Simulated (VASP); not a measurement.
# TaTe (Fm-3m) in VASP: notebook

The runs below take TaTe through single point, with PBE.

Everything below comes from runs of VASP 6.6.1. Logs are shortened: lines on timing, memory, paths and dates and some standing lists are left out, and cuts for length are marked.

### Step 1. The cell of the first run

It takes space group Fm-3m (No. 225, cubic). The conventional cell has a = 5.692 Å, b = 5.692 Å, c = 5.692 Å, α = 90.00°, β = 90.00°, γ = 90.00°. Ta (site symmetry m-3m) has 6 Te at 2.85 Å within 3.8 Å. Within 3.8 Å of Te (site symmetry m-3m) lie 6 Ta at 2.85 Å.

### Step 2. Single point, PBE, collinear spin (23.06 Å³/atom)

INCAR

```
SYSTEM = TaTe
PREC     = Accurate       ! precision mode
ENCUT    = 520            ! plane-wave cutoff, eV
EDIFF    = 1E-6           ! SCF threshold, eV
ISMEAR   = 0              ! smearing method
SIGMA    = 0.05           ! smearing width, eV
LREAL    = .FALSE.        ! projectors in reciprocal space
LASPH    = .TRUE.         ! aspherical terms in the spheres
NELM     = 150            ! most SCF steps
ALGO     = Normal         ! electronic algorithm
ISIF     = 2              ! what is computed and relaxed
LWAVE    = .FALSE.        ! write WAVECAR
LCHARG   = .FALSE.        ! write CHGCAR
ISPIN    = 2              ! spin polarisation
MAGMOM   = 0.16 0         ! initial moments
LORBIT   = 11             ! projections on sites
LMAXMIX  = 4              ! l up to which the mixer works
GGA      = PE             ! functional
NBANDS   = 20             ! bands
```

KPOINTS

```
regular mesh
0
G
  10 10 10
  0 0 0
```

POSCAR

```
TaTe
1.0
    0.0000000000      2.8462268656      2.8462268656
    2.8462268656      0.0000000000      2.8462268656
    2.8462268656      2.8462268656      0.0000000000
Ta Te
1 1
Direct
    0.5000000000      0.5000000000      0.5000000000
    0.0000000000      0.0000000000      0.0000000000
```

Potentials or basis: VASP PAW PBE potentials, release 64 (Ta_pv, Te).

On the command line:

```
> cat potpaw_PBE.64/Ta_pv/POTCAR potpaw_PBE.64/Te/POTCAR > POTCAR
> mpirun -np 1 vasp_std > vasp.out
```

OUTCAR:

```text
SYSTEM = TaTe
   PREC = Accurate
   ENCUT = 520
   EDIFF = 1E-6
   ISMEAR = 0
   LREAL = .FALSE.
   LASPH = .TRUE.
   NELM = 150
   ISIF = 2
   ISPIN = 2
   LORBIT = 11
   GGA = PE

 ion  position               nearest neighbor table
   1  0.500  0.500  0.500-   2 2.85   2 2.85   2 2.85   2 2.85   2 2.85   2 2.85
   2  0.000  0.000  0.000-   1 2.85   1 2.85   1 2.85   1 2.85   1 2.85   1 2.85

  LATTYP: Found a face centered cubic cell.
 ALAT       =     5.6924537312

  Lattice vectors:

 A1 = (   0.0000000000,   2.8462268656,   2.8462268656)
 A2 = (   2.8462268656,   0.0000000000,   2.8462268656)
 A3 = (   2.8462268656,   2.8462268656,   0.0000000000)

Analysis of symmetry for initial positions (statically):
=====================================================================
 Subroutine PRICEL returns:
 Original cell was already a primitive cell.

 Routine SETGRP: Setting up the symmetry group for a
 face centered cubic supercell.

 Subroutine GETGRP returns: Found 48 space group operations
 (whereof 48 operations were pure point group operations)
 out of a pool of 48 trial point group operations.

The static configuration has the point symmetry O_h .

Analysis of symmetry for dynamics (positions and initial velocities):
=====================================================================
 Subroutine PRICEL returns:
 Original cell was already a primitive cell.

 Routine SETGRP: Setting up the symmetry group for a
 face centered cubic supercell.

 Subroutine GETGRP returns: Found 48 space group operations
 (whereof 48 operations were pure point group operations)
 out of a pool of 48 trial point group operations.

The dynamic configuration has the point symmetry O_h .

Analysis of structural, dynamic, and magnetic symmetry:
=====================================================================
 Subroutine PRICEL returns:
 Original cell was already a primitive cell.

 Routine SETGRP: Setting up the symmetry group for a
 face centered cubic supercell.

 Subroutine GETGRP returns: Found 48 space group operations
 (whereof 48 operations were pure point group operations)
 out of a pool of 48 trial point group operations.

The overall configuration has the point symmetry O_h .

 Subroutine INISYM returns: Found 48 space group operations
 (whereof 48 operations are pure point group operations),
 and found     1 'primitive' translations

----------------------------------------------------------------------------------------

                                     Primitive cell

  volume of cell :      46.1146

  direct lattice vectors                    reciprocal lattice vectors
     0.000000000  2.846226866  2.846226866    -0.175671169  0.175671169  0.175671169
     2.846226866  0.000000000  2.846226866     0.175671169 -0.175671169  0.175671169
     2.846226866  2.846226866  0.000000000     0.175671169  0.175671169 -0.175671169

  length of vectors
     4.025172635  4.025172635  4.025172635     0.304271390  0.304271390  0.304271390

  position of ions in fractional coordinates (direct lattice)
     0.500000000  0.500000000  0.500000000
     0.000000000  0.000000000  0.000000000

  ion indices of the primitive-cell ions
   primitive index   ion index
                 1           1
                 2           2

----------------------------------------------------------------------------------------

 KPOINTS: regular mesh

Automatic generation of k-mesh.
 Grid dimensions read from file:
 generate k-points for:   10   10   10

 Generating k-lattice:

  Cartesian coordinates                     Fractional coordinates (reciprocal lattice)
    -0.017567117  0.017567117  0.017567117     0.100000000  0.000000000  0.000000000
     0.017567117 -0.017567117  0.017567117     0.000000000  0.100000000  0.000000000
     0.017567117  0.017567117 -0.017567117     0.000000000  0.000000000  0.100000000

  Length of vectors
     0.030427139  0.030427139  0.030427139

  Shift w.r.t. Gamma in fractional coordinates (k-lattice)
     0.000000000  0.000000000  0.000000000

 Subroutine IBZKPT returns following result:
 ===========================================

 Found     47 irreducible k-points:

 Following reciprocal coordinates:
            Coordinates               Weight
  0.000000  0.000000  0.000000      1.000000
  0.100000  0.000000  0.000000      8.000000
  0.200000  0.000000  0.000000      8.000000
  0.300000  0.000000  0.000000      8.000000
  0.400000  0.000000  0.000000      8.000000
  0.500000  0.000000  0.000000      4.000000
[... 16 lines left out ...]
  0.300000  0.300000  0.000000      6.000000
  0.400000  0.300000  0.000000     24.000000
 [... further k-points ...]
   k-points           NKPTS =     47   k-points in BZ     NKDIM =     47   number of bands    NBANDS=     20
   number of dos      NEDOS =    301   number of ions     NIONS =      2
   total plane-waves  NPLWV =  27000
   dimension x,y,z NGX =    30 NGY =   30 NGZ =   30
   dimension x,y,z NGXF=    60 NGYF=   60 NGZF=   60
   ions per type =               1   1
   NGX,Y,Z   is equivalent  to a cutoff of  12.39, 12.39, 12.39 a.u.
   NGXF,Y,Z  is equivalent  to a cutoff of  24.78, 24.78, 24.78 a.u.
 SYSTEM =  TaTe
   PREC   = accura    normal or accurate (medium, high low for compatibility)
   ISTART =      0    job   : 0-new  1-cont  2-samecut
   ICHARG =      2    charge: 1-file 2-atom 10-const
   ISPIN  =      2    spin polarized calculation?
   LNONCOLLINEAR =      F non collinear calculations
   LSORBIT =      F    spin-orbit coupling
   LASPH  =      T    aspherical Exc in radial PAW
   ENCUT  =  520.0 eV  38.22 Ry    6.18 a.u.   7.48  7.48  7.48*2*pi/ulx,y,z
   NELM   =    150;   NELMIN=  2; NELMDL= -5     # of ELM steps
   EDIFF  = 0.1E-05   stopping-criterion for ELM
   LREAL  =      F    real-space projection
   EDIFFG = 0.1E-04   stopping-criterion for IOM
   NSW    =      0    number of steps for IOM
   IBRION =     -1    ionic relax: 0-MD 1-quasi-New 2-CG
   NFREE  =      0    steps in history (QN), initial steepest desc. (CG)
   ISIF   =      2    stress and relaxation
   ISYM   =      2    0-nonsym 1-usesym 2-fastsym
   POTIM  = 0.5000    time-step for ionic-motion
   TEBEG  =    0.0;   TEEND  =   0.0 temperature during run
   PSTRESS=    0.0 pullay stress
   NELECT =      17.0000    total number of electrons
   NUPDOWN=      -1.0000    fix difference up-down
   EMIN   =  10.00;   EMAX   =-10.00  energy-range for DOS
   EFERMI =   0.00;   METHOD = LEGACY
   ISMEAR =     0;   SIGMA  =   0.05  broadening in eV -4-tet -1-fermi 0-gaus
   EFERMI_NEDOS =   21; number of points for ismear=-14 and -15
   IALGO  =     38    algorithm
   IMIX   =      4    mixing-type and parameters
     AMIX     =   0.40;   BMIX     =  1.00
     AMIX_MAG =   1.60;   BMIX_MAG =  1.00
  volume/ion in A,a.u.               =      23.06       155.60
  Fermi-wavevector in a.u.,A,eV,Ry     =   1.173847  2.218250 18.747707  1.377918
  Thomas-Fermi vector in A             =   2.310254
   LORBIT       =     11    0 simple, 1 ext, 2 COOP (PROOUT), +10 PAW based schemes
   GGA     = PE    functional components
   LHFCALC =     F    Hartree Fock is set to
   AEXX    =    0.0000 exact exchange contribution
   IVDW    =     0    specifies the selected vdW correction
   LEPSILON=     F    determine dielectric tensor
   LRPA    =     F    only Hartree local field effects (RPA)
 spin polarized calculation
 Gauss-broadening in eV      SIGMA  =   0.05
  energy-cutoff  :      520.00
  volume of cell :       46.11
 maximum number of plane-waves:      1266
 NGX is ok and might be reduce to    30
   NGX = 15   NGY = 15   NGZ = 15

 number of electron      17.0000001 magnetization       0.1642144

 Free energy of the ion-electron system (eV)
  ---------------------------------------------------
  ext. energy  EPLUGINS =         0.00000000
  ---------------------------------------------------
  free energy    TOTEN  =       -13.35000913 eV

  energy without entropy =      -13.34568937  energy(sigma->0) =      -13.34784925

 E-fermi :   8.3203     XC(G=0): -11.0851

 val. band max:        8.3157639568   @ k =   0.3000   0.1000   0.0000
 cond. band min:       8.3371029030   @ k =   0.4000   0.3000   0.0000
 fundamental gap:      0.0213389462
 Fermi energy:         8.3203205647

 spin component 1

 k-point     1 :       0.0000    0.0000    0.0000
  band No.  band energies     occupation
      1     -27.1343      1.00000
      2     -27.1343      1.00000
      3     -27.1343      1.00000
      4      -5.9879      1.00000
      5       6.5518      1.00000
      6       6.5518      1.00000
[... 12 lines left out ...]
     19      19.2405      0.00000
     20      19.2405      0.00000
[... 507 lines left out ...]
 k-point    24 :       0.4000    0.3000    0.0000
  band No.  band energies     occupation
      1     -27.1696      1.00000
      2     -27.1492      1.00000
      3     -27.1479      1.00000
      4      -4.6411      1.00000
      5       2.0341      1.00000
      6       4.1862      1.00000
[... 12 lines left out ...]
     19      21.2804      0.00000
     20      21.5900      0.00000

 [... further k-points ...]

 spin component 2

 k-point     1 :       0.0000    0.0000    0.0000
  band No.  band energies     occupation
      1     -27.0619      1.00000
      2     -27.0619      1.00000
      3     -27.0619      1.00000
      4      -5.9689      1.00000
      5       6.5664      1.00000
      6       6.5664      1.00000
[... 12 lines left out ...]
     19      19.2712      0.00000
     20      19.2712      0.00000
[... 507 lines left out ...]
 k-point    24 :       0.4000    0.3000    0.0000
  band No.  band energies     occupation
      1     -27.0971      1.00000
      2     -27.0768      1.00000
      3     -27.0754      1.00000
      4      -4.6269      1.00000
      5       2.0697      1.00000
      6       4.2191      1.00000
[... 12 lines left out ...]
     19      21.3419      0.00000
     20      21.6260      0.00000

 [... further k-points ...]

------------------------ aborting loop because EDIFF is reached ----------------------------------------

  FORCE on cell =-STRESS in cart. coord.  units (eV):
  Direction    XX          YY          ZZ          XY          YZ          ZX
  --------------------------------------------------------------------------------------
  -------------------------------------------------------------------------------------
  Total        0.0698924      0.0698924      0.0698924      0.0000000      0.0000000     -0.0000000
  in kB        2.4282967      2.4282967      2.4282967      0.0000000      0.0000000     -0.0000000
  external PRESSURE =       2.4282967 kB  Pullay stress =       0.0000000 kB

 VOLUME and BASIS-vectors are now :
 -----------------------------------------------------------------------------
  energy-cutoff  :      520.00
  volume of cell :       46.11
      direct lattice vectors                 reciprocal lattice vectors
     0.000000000  2.846226866  2.846226866    -0.175671169  0.175671169  0.175671169
     2.846226866  0.000000000  2.846226866     0.175671169 -0.175671169  0.175671169
     2.846226866  2.846226866  0.000000000     0.175671169  0.175671169 -0.175671169

 POSITION                                       TOTAL-FORCE (eV/Angst)
 -----------------------------------------------------------------------------------
      2.84623      2.84623      2.84623        -0.000000      0.000000      0.000000
      0.00000      0.00000      0.00000         0.000000     -0.000000     -0.000000
 -----------------------------------------------------------------------------------
    total drift:                                0.000000     -0.000000      0.000000

  FREE ENERGIE OF THE ION-ELECTRON SYSTEM (eV)
  ---------------------------------------------------
  free  energy   TOTEN  =       -13.3500091292 eV

  energy  without entropy=      -13.3456893694  energy(sigma->0) =      -13.34784925

 total charge

# of ion       s       p       d       tot
------------------------------------------
    1        0.284   6.062   2.415   8.761
    2        1.327   2.041   0.130   3.497
--------------------------------------------------
tot          1.610   8.103   2.544  12.257

 magnetization (x)

# of ion       s       p       d       tot
------------------------------------------
    1        0.006   0.001   0.109   0.116
    2        0.001  -0.004   0.006   0.003
--------------------------------------------------
tot          0.007  -0.002   0.115   0.119
```

Wall time 58 s (1 thread of AMD EPYC 9R45 (Zen 5), shared host); peak memory 0.2 GiB.

What came out:

```yaml
Free_energy: -13.3500 eV
Pressure: 0.2 GPa
Net_moment: 0.16 μB per cell
Site_moments: Ta +0.12; Te +0.00 μB
Valence_electrons_inside_the_program's_atomic_spheres: Ta 8.76; Te 3.50
```

Caveat: spin-orbit coupling is left out, which moves the levels of the heavy elements.

### Step 3. Single point, PBE, collinear spin (23.10 Å³/atom)

INCAR

```
  ALGO = Normal
  EDIFF = 1E-6
  ENCUT = 520
  GGA = PE
  ISIF = 2
  ISMEAR = 0
  ISPIN = 2
  LASPH = True
  LCHARG = False
  LMAXMIX = 4
  LORBIT = 11
  LREAL = False
  LWAVE = False
  MAGMOM = 0.13 0
  NBANDS = 20
  NELM = 150
  PREC = Accurate
  SIGMA = 0.05
```

KPOINTS

```
k-points
0
Gamma
  10 10 10
```

POSCAR

```
TaTe
1.0
    0.0000000000      2.8479472292      2.8479472292
    2.8479472292      0.0000000000      2.8479472292
    2.8479472292      2.8479472292      0.0000000000
Ta Te
1 1
Direct
    0.5000000000      0.5000000000      0.5000000000
    0.0000000000      0.0000000000      0.0000000000
```

Potentials or basis: VASP PAW PBE potentials, release 64 (Ta_pv, Te).

On the command line:

```
> cat potpaw_PBE.64/Ta_pv/POTCAR potpaw_PBE.64/Te/POTCAR > POTCAR
> mpirun -np 1 vasp_std > vasp.out
```

It took 70 s on 1 thread of AMD EPYC 9R45 (Zen 5), shared host; peak memory 0.2 GiB.

It converged, with:

```
Free energy                                           : -13.3501 eV
Pressure                                              : 0.0 GPa
Net moment                                            : 0.17 μB per cell
Site moments                                          : Ta +0.12; Te +0.00 μB
Valence electrons inside the program's atomic spheres : Ta 8.76; Te 3.50
```

Levels at points of the mesh, in eV from the Fermi level:
Spin up:
```csv
k point,band 5,band 6,band 7,band 8,band 9,band 10,band 11,band 12,band 13,band 14
"(0.00, 0.00, 0.00)",-1.77,-1.77,-1.77,-1.48,-1.48,-1.48,-1.03,-1.03,1.98,6.03
"(0.50, 0.00, 0.00)",-7.79,-4.83,-4.83,0.34,0.34,0.46,1.90,4.54,4.54,5.28
"(0.50, 0.50, 0.00)",-6.04,-3.55,-3.55,-3.03,-0.48,-0.18,1.06,1.06,2.64,8.94
```
Spin down:
| k point | band 5 | band 6 | band 7 | band 8 | band 9 | band 10 | band 11 | band 12 |
| --- | --- | --- | --- | --- | --- | --- | --- | --- |
| (0.00, 0.00, 0.00) | -1.76 | -1.76 | -1.76 | -1.40 | -1.40 | -1.40 | -0.93 | -0.93 |
| (0.50, 0.00, 0.00) | -7.75 | -4.77 | -4.77 | 0.43 | 0.43 | 0.55 | 1.93 | 4.59 |
| (0.50, 0.50, 0.00) | -6.01 | -3.53 | -3.53 | -2.96 | -0.39 | -0.07 | 1.15 | 1.15 |

Caveat: spin-orbit coupling is left out, which moves the levels of the heavy elements.

### Step 4. Single point, PBE, collinear spin

INCAR

```
  ALGO = Normal
  EDIFF = 1E-6
  ENCUT = 520
  GGA = PE
  ISIF = 2
  ISMEAR = 0
  ISPIN = 2
  LASPH = T
  LCHARG = T
  LELF = T
  LMAXMIX = 4
  LORBIT = 11
  LREAL = F
  LVHAR = T
  LWAVE = F
  MAGMOM = 0.5 0
  NBANDS = 20
  NELM = 150
  PREC = Accurate
  SIGMA = 0.05
```

KPOINTS is that of step 3.

POSCAR is that of step 3.

On the command line:

```
> cat potpaw_PBE.64/Ta_pv/POTCAR potpaw_PBE.64/Te/POTCAR > POTCAR
> mpirun -np 1 vasp_std > vasp.out
```

Run time: 66 s. Hardware: 1 thread of AMD EPYC 9R45 (Zen 5), shared host; peak memory 0.2 GiB.

It converged, with:

```yaml
Free_energy: -13.3501 eV
Pressure: 0.0 GPa
Net_moment: 0.17 μB per cell
Site_moments: Ta +0.12; Te +0.00 μB
Valence_electrons_inside_the_program's_atomic_spheres: Ta 8.76; Te 3.50
```

Levels at points of the mesh, in eV from the Fermi level:
Spin up:
```
           k point  band 5  band 6  band 7  band 8  band 9  band 10  band 11  band 12  band 13  band 14
(0.00, 0.00, 0.00)   -1.77   -1.77   -1.77   -1.48   -1.48    -1.48    -1.03    -1.03     1.98     6.03
(0.50, 0.00, 0.00)   -7.79   -4.83   -4.83    0.34    0.34     0.46     1.90     4.54     4.54     5.28
(0.50, 0.50, 0.00)   -6.04   -3.55   -3.55   -3.03   -0.48    -0.18     1.06     1.06     2.64     8.94
```
Spin down:
| k point | band 4 | band 5 | band 6 | band 7 | band 8 | band 9 | band 10 | band 11 | band 12 | band 13 |
| --- | --- | --- | --- | --- | --- | --- | --- | --- | --- | --- |
| (0.00, 0.00, 0.00) | -14.28 | -1.76 | -1.76 | -1.76 | -1.40 | -1.40 | -1.40 | -0.93 | -0.93 | 2.03 |
| (0.50, 0.00, 0.00) | -12.48 | -7.75 | -4.77 | -4.77 | 0.43 | 0.43 | 0.55 | 1.93 | 4.59 | 4.59 |
| (0.50, 0.50, 0.00) | -12.76 | -6.01 | -3.53 | -3.53 | -2.96 | -0.39 | -0.07 | 1.15 | 1.15 | 2.74 |

Caveat: spin-orbit coupling is left out, which moves the levels of the heavy elements.

(Part 1 of 2 ends here.)
